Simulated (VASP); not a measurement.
# Zn in VASP: further runs

Runs on Zn. Level: PBE. Tasks: single point.

Everything below comes from runs of VASP 6.6.1. Logs are shortened: lines on timing, memory, paths and dates and some standing lists are left out, and cuts for length are marked.

### Step 1. The cell of the first run

The cell holds a slab with vacuum, 8 atoms: a = 2.779 Å, b = 3.930 Å, c = 24.725 Å, α = 90.00°, β = 90.00°, γ = 90.00°.

### Step 2. Single point, PBE

File INCAR:

```
SYSTEM = Zn
PREC = Accurate
ENCUT = 520
EDIFF = 1E-6
ISMEAR = -1
SIGMA = 0.05
LREAL = .FALSE.
LASPH = .TRUE.
NELM = 100
ALGO = Normal
ISIF = 2
LWAVE = .FALSE.
LCHARG = .FALSE.
LDIPOL = .TRUE.
IDIPOL = 3
DIPOL = 0.5 0.5 0.500
GGA = PE
NBANDS = 58
```

File KPOINTS:

```
regular mesh
0
G
  10 7 1
  0 0 0
```

File POSCAR:

```
Zn
1.0
    2.7786128662      0.0000000000      0.0000000000
    0.0000000000      3.9295520000      0.0000000000
    0.0000000000      0.0000000000     24.7251450318
Zn
8
Direct
    0.5000000000      0.5000000000      0.3033349244
    0.0000000000      0.0000000000      0.3595249460
    0.5000000000      0.5000000000      0.4157149676
    0.0000000000      0.0000000000      0.4719049892
    0.5000000000      0.5000000000      0.5280950108
    0.0000000000      0.0000000000      0.5842850324
    0.5000000000      0.5000000000      0.6404750540
    0.0000000000      0.0000000000      0.6966650756
```

Potentials or basis: VASP PAW PBE potentials, release 64 (Zn).

Started as:

```sh
$ cat potpaw_PBE.64/Zn/POTCAR > POTCAR
$ mpirun -np 1 vasp_std > vasp.out
```

OUTCAR:

```text
SYSTEM = Zn
   PREC = Accurate
   ENCUT = 520
   EDIFF = 1E-6
   ISMEAR = -1
   LREAL = .FALSE.
   LASPH = .TRUE.
   NELM = 100
   ISIF = 2
   GGA = PE

 ion  position               nearest neighbor table
   1  0.500  0.500  0.303-   2 2.78   2 2.78   2 2.78   2 2.78   3 2.78
   2  0.000  0.000  0.360-   1 2.78   3 2.78   1 2.78   3 2.78   1 2.78   3 2.78   1 2.78   3 2.78
                             4 2.78
   3  0.500  0.500  0.416-   4 2.78   4 2.78   4 2.78   4 2.78   2 2.78   2 2.78   2 2.78   2 2.78
                             5 2.78   1 2.78
   4  0.000  0.000  0.472-   3 2.78   3 2.78   3 2.78   3 2.78   5 2.78   5 2.78   5 2.78   5 2.78
                             2 2.78   6 2.78
   5  0.500  0.500  0.528-   6 2.78   6 2.78   6 2.78   6 2.78   4 2.78   4 2.78   4 2.78   4 2.78
                             3 2.78   7 2.78
   6  0.000  0.000  0.584-   5 2.78   5 2.78   5 2.78   5 2.78   7 2.78   7 2.78   7 2.78   7 2.78
                             4 2.78   8 2.78
   7  0.500  0.500  0.640-   6 2.78   8 2.78   6 2.78   8 2.78   6 2.78   8 2.78   6 2.78   8 2.78
                             5 2.78
   8  0.000  0.000  0.697-   7 2.78   7 2.78   7 2.78   7 2.78   6 2.78

  LATTYP: Found a simple orthorhombic cell.
 ALAT       =     2.7786128662
 B/A-ratio  =     1.4142135624
 C/A-ratio  =     8.8983770760

  Lattice vectors:

 A1 = (   2.7786128662,   0.0000000000,   0.0000000000)
 A2 = (   0.0000000000,   3.9295520000,   0.0000000000)
 A3 = (   0.0000000000,   0.0000000000,  24.7251450318)

Analysis of symmetry for initial positions (statically):
=====================================================================
 Subroutine PRICEL returns:
 Original cell was already a primitive cell.

 Routine SETGRP: Setting up the symmetry group for a
 simple orthorhombic supercell.

 Subroutine GETGRP returns: Found  8 space group operations
 (whereof  4 operations were pure point group operations)
 out of a pool of  8 trial point group operations.

The static configuration has the point symmetry C_2v.
 The point group associated with its full space group is D_2h.

Analysis of symmetry for dynamics (positions and initial velocities):
=====================================================================
 Subroutine PRICEL returns:
 Original cell was already a primitive cell.

 Routine SETGRP: Setting up the symmetry group for a
 simple orthorhombic supercell.

 Subroutine GETGRP returns: Found  8 space group operations
 (whereof  4 operations were pure point group operations)
 out of a pool of  8 trial point group operations.

The dynamic configuration has the point symmetry C_2v.
 The point group associated with its full space group is D_2h.

 Subroutine INISYM returns: Found  8 space group operations
 (whereof  4 operations are pure point group operations),
 and found     1 'primitive' translations

----------------------------------------------------------------------------------------

                                     Primitive cell

  volume of cell :     269.9665

  direct lattice vectors                    reciprocal lattice vectors
     2.778612866  0.000000000  0.000000000     0.359891805  0.000000000  0.000000000
     0.000000000  3.929552000  0.000000000     0.000000000  0.254481936  0.000000000
     0.000000000  0.000000000 24.725145032     0.000000000  0.000000000  0.040444657

  length of vectors
     2.778612866  3.929552000 24.725145032     0.359891805  0.254481936  0.040444657

  position of ions in fractional coordinates (direct lattice)
     0.500000000  0.500000000  0.303334924
     0.000000000  0.000000000  0.359524946
     0.500000000  0.500000000  0.415714968
     0.000000000  0.000000000  0.471904989
     0.500000000  0.500000000  0.528095011
     0.000000000  0.000000000  0.584285032
     0.500000000  0.500000000  0.640475054
     0.000000000  0.000000000  0.696665076

  ion indices of the primitive-cell ions
   primitive index   ion index
                 1           1
                 2           2
                 3           3
                 4           4
                 5           5
                 6           6
                 7           7
                 8           8

----------------------------------------------------------------------------------------

 KPOINTS: regular mesh

Automatic generation of k-mesh.
 Grid dimensions read from file:
 generate k-points for:   10    7    1

 Generating k-lattice:

  Cartesian coordinates                     Fractional coordinates (reciprocal lattice)
     0.035989181  0.000000000  0.000000000     0.100000000  0.000000000  0.000000000
     0.000000000  0.036354562  0.000000000     0.000000000  0.142857143  0.000000000
     0.000000000  0.000000000  0.040444657     0.000000000  0.000000000  1.000000000

  Length of vectors
     0.035989181  0.036354562  0.040444657

  Shift w.r.t. Gamma in fractional coordinates (k-lattice)
     0.000000000  0.000000000  0.000000000

 Subroutine IBZKPT returns following result:
 ===========================================

 Found     24 irreducible k-points:

 Following reciprocal coordinates:
            Coordinates               Weight
  0.000000  0.000000  0.000000      1.000000
  0.100000  0.000000  0.000000      2.000000
  0.200000  0.000000  0.000000      2.000000
  0.300000  0.000000  0.000000      2.000000
  0.400000  0.000000  0.000000      2.000000
  0.500000  0.000000  0.000000      1.000000
[... 16 lines left out ...]
  0.400000  0.428571  0.000000      4.000000
  0.500000  0.428571  0.000000      2.000000
   k-points           NKPTS =     24   k-points in BZ     NKDIM =     24   number of bands    NBANDS=     58
   number of dos      NEDOS =    301   number of ions     NIONS =      8
   total plane-waves  NPLWV = 138240
   dimension x,y,z NGX =    24 NGY =   30 NGZ =  192
   dimension x,y,z NGXF=    48 NGYF=   60 NGZF=  384
   ions per type =               8
   NGX,Y,Z   is equivalent  to a cutoff of  14.36, 12.69, 12.91 a.u.
   NGXF,Y,Z  is equivalent  to a cutoff of  28.72, 25.38, 25.82 a.u.
 SYSTEM =  Zn
   PREC   = accura    normal or accurate (medium, high low for compatibility)
   ISTART =      0    job   : 0-new  1-cont  2-samecut
   ICHARG =      2    charge: 1-file 2-atom 10-const
   ISPIN  =      1    spin polarized calculation?
   LNONCOLLINEAR =      F non collinear calculations
   LSORBIT =      F    spin-orbit coupling
   LASPH  =      T    aspherical Exc in radial PAW
   ENCUT  =  520.0 eV  38.22 Ry    6.18 a.u.   5.17  7.31 45.97*2*pi/ulx,y,z
   NELM   =    100;   NELMIN=  2; NELMDL= -5     # of ELM steps
   EDIFF  = 0.1E-05   stopping-criterion for ELM
   LREAL  =      F    real-space projection
   EDIFFG = 0.1E-04   stopping-criterion for IOM
   NSW    =      0    number of steps for IOM
   IBRION =     -1    ionic relax: 0-MD 1-quasi-New 2-CG
   NFREE  =      0    steps in history (QN), initial steepest desc. (CG)
   ISIF   =      2    stress and relaxation
   ISYM   =      2    0-nonsym 1-usesym 2-fastsym
   POTIM  = 0.5000    time-step for ionic-motion
   TEBEG  =    0.0;   TEEND  =   0.0 temperature during run
   PSTRESS=    0.0 pullay stress
   NELECT =      96.0000    total number of electrons
   NUPDOWN=      -1.0000    fix difference up-down
   EMIN   =  10.00;   EMAX   =-10.00  energy-range for DOS
   EFERMI =   0.00;   METHOD = LEGACY
   ISMEAR =    -1;   SIGMA  =   0.05  broadening in eV -4-tet -1-fermi 0-gaus
   EFERMI_NEDOS =   21; number of points for ismear=-14 and -15
   IALGO  =     38    algorithm
   IMIX   =      4    mixing-type and parameters
     AMIX     =   0.40;   BMIX     =  1.00
     AMIX_MAG =   1.60;   BMIX_MAG =  1.00
  volume/ion in A,a.u.               =      33.75       227.73
  Fermi-wavevector in a.u.,A,eV,Ry     =   1.159832  2.191766 18.302712  1.345211
  Thomas-Fermi vector in A             =   2.296421
   LORBIT       =      0    0 simple, 1 ext, 2 COOP (PROOUT), +10 PAW based schemes
   GGA     = PE    functional components
   LHFCALC =     F    Hartree Fock is set to
   AEXX    =    0.0000 exact exchange contribution
   IVDW    =     0    specifies the selected vdW correction
   LEPSILON=     F    determine dielectric tensor
   LRPA    =     F    only Hartree local field effects (RPA)
 non-spin polarized calculation
  energy-cutoff  :      520.00
  volume of cell :      269.97
 maximum number of plane-waves:      7332
 NGX is ok and might be reduce to    24
   NGX = 11   NGY = 15   NGZ = 91

 dipolmoment           0.000000      0.000000     -0.000000 electrons x Angstroem

 number of electron      96.0000003 magnetization

 dipolmoment           0.000000      0.000000      0.000000 electrons x Angstroem

 Free energy of the ion-electron system (eV)
  ---------------------------------------------------
  ext. energy  EPLUGINS =         0.00000000
  ---------------------------------------------------
  free energy    TOTEN  =        -7.74199150 eV

  energy without entropy =       -7.72442276  energy(sigma->0) =       -7.73320713

 E-fermi :  -0.9867     XC(G=0):  -6.0166

 val. band max:       -0.9952320687   @ k =   0.5000   0.4286   0.0000
 cond. band min:      -0.8984675301   @ k =   0.4000   0.1429   0.0000
 fundamental gap:      0.0967645387
 Fermi energy:        -0.9867182238

 k-point     1 :       0.0000    0.0000    0.0000
  band No.  band energies     occupation
      1     -10.9635      2.00000
      2     -10.1396      2.00000
      3      -9.1336      2.00000
      4      -9.1230      2.00000
      5      -9.0521      2.00000
      6      -8.9556      2.00000
[... 50 lines left out ...]
     57       3.8048      0.00000
     58       3.9980      0.00000

 k-point     2 :       0.1000    0.0000    0.0000
  band No.  band energies     occupation
      1     -10.7648      2.00000
      2      -9.9545      2.00000
      3      -9.0691      2.00000
      4      -9.0281      2.00000
      5      -9.0152      2.00000
      6      -8.8977      2.00000
[... 1337 lines left out ...]
      2      -9.1299      2.00000
      3      -8.8918      2.00000
      4      -8.8918      2.00000
      5      -8.8123      2.00000
      6      -8.8123      2.00000
[... 50 lines left out ...]
     57       2.6438      0.00000
     58       2.6438      0.00000

------------------------ aborting loop because EDIFF is reached ----------------------------------------

 vacuum level on the upper side and lower side of the slab       (xc-potential included)        -0.270        -0.270

  FORCE on cell =-STRESS in cart. coord.  units (eV):
  Direction    XX          YY          ZZ          XY          YZ          ZX
  --------------------------------------------------------------------------------------
  -------------------------------------------------------------------------------------
  Total       -4.2092551      0.2430161      0.4554566      0.0000000      0.0000000      0.0000000
  in kB      -24.9807745      1.4422337      2.7030103      0.0000000      0.0000000      0.0000000
  external PRESSURE =      -6.9451768 kB  Pullay stress =       0.0000000 kB

 VOLUME and BASIS-vectors are now :
 -----------------------------------------------------------------------------
  energy-cutoff  :      520.00
  volume of cell :      269.97
      direct lattice vectors                 reciprocal lattice vectors
     2.778612866  0.000000000  0.000000000     0.359891805  0.000000000  0.000000000
     0.000000000  3.929552000  0.000000000     0.000000000  0.254481936  0.000000000
     0.000000000  0.000000000 24.725145032     0.000000000  0.000000000  0.040444657

 POSITION                                       TOTAL-FORCE (eV/Angst)
 -----------------------------------------------------------------------------------
      1.38931      1.96478      7.50000         0.000000      0.000000      0.063112
      0.00000      0.00000      8.88931         0.000000      0.000000     -0.242375
      1.38931      1.96478     10.27861         0.000000      0.000000      0.146112
      0.00000      0.00000     11.66792         0.000000      0.000000      0.014020
      1.38931      1.96478     13.05723         0.000000      0.000000     -0.014020
      0.00000      0.00000     14.44653         0.000000      0.000000     -0.146112
      1.38931      1.96478     15.83584         0.000000      0.000000      0.242375
      0.00000      0.00000     17.22515         0.000000      0.000000     -0.063112
 -----------------------------------------------------------------------------------
    total drift:                                0.000000     -0.000000      0.000000

  FREE ENERGIE OF THE ION-ELECTRON SYSTEM (eV)
  ---------------------------------------------------
  free  energy   TOTEN  =        -7.7419914978 eV

  energy  without entropy=       -7.7244227624  energy(sigma->0) =       -7.73320713

 vacuum level on the upper side and lower side of the slab         3.016         3.016
```

Wall time 8.9 min (1 thread of Intel Xeon Platinum 8259CL at 2.50GHz (Skylake/Cascade Lake), shared host); peak memory 0.49 GiB.

What came out:

| Quantity | Value |
| --- | --- |
| Free energy | -7.7420 eV |
| Largest force | 0.242 eV/Å |
| Band gap on the k mesh | zero (bands 48 and 49 overlap by 3.22 eV) |

Forces in eV/Å, atoms in the order of the input:
```
Zn   0.000  0.000  0.063
Zn   0.000  0.000 -0.242
Zn   0.000  0.000  0.146
Zn   0.000  0.000  0.014
Zn   0.000  0.000 -0.014
Zn   0.000  0.000 -0.146
Zn   0.000  0.000  0.242
Zn   0.000  0.000 -0.063
```

Levels at points of the mesh, in eV from the Fermi level:
```
           k point  band 46  band 47  band 48  band 49  band 50  band 51
(0.00, 0.00, 0.00)    -1.34    -0.51     0.58     0.75     2.01     2.14
(0.50, 0.00, 0.00)    -2.35    -0.76    -0.76     1.64     1.64     3.85
```

### Step 3. Single point, PBE

Changes to INCAR since step 2:

```diff
@@ -9,3 +9,3 @@
 NELM = 100
-ALGO = Normal
+ALGO = Fast
 ISIF = 2
```

KPOINTS is that of step 2.

POSCAR is that of step 2.

Potentials or basis: VASP PAW PBE potentials, release 64 (Zn).

Started as:

```sh
$ cat potpaw_PBE.64/Zn/POTCAR > POTCAR
$ mpirun -np 1 vasp_std > vasp.out
```

Run time: 14 min. Hardware: 1 thread of Oxide Virtual Turin-like, shared host; peak memory 0.46 GiB.

The run converged. Its results:

```
Free energy            : -7.7420 eV
Largest force          : 0.242 eV/Å
Band gap on the k mesh : zero (bands 48 and 49 overlap by 3.22 eV)
```

Forces on the atoms (eV/Å):
```
Zn   0.000  0.000  0.063
Zn   0.000  0.000 -0.242
Zn   0.000  0.000  0.146
Zn   0.000  0.000  0.014
Zn   0.000  0.000 -0.014
Zn   0.000  0.000 -0.146
Zn   0.000  0.000  0.242
Zn   0.000  0.000 -0.063
```

Levels at points of the mesh, in eV from the Fermi level:
| k point | band 44 | band 45 | band 46 | band 47 | band 48 | band 49 | band 50 | band 51 | band 52 | band 53 |
| --- | --- | --- | --- | --- | --- | --- | --- | --- | --- | --- |
| (0.00, 0.00, 0.00) | -5.36 | -3.45 | -1.34 | -0.51 | 0.58 | 0.75 | 2.01 | 2.14 | 2.75 | 2.85 |
| (0.50, 0.00, 0.00) | -3.51 | -2.35 | -2.35 | -0.76 | -0.76 | 1.64 | 1.64 | 3.85 | 3.85 | 5.44 |

The gap in the log of VASP goes by the Fermi energy; the results here count the filled bands.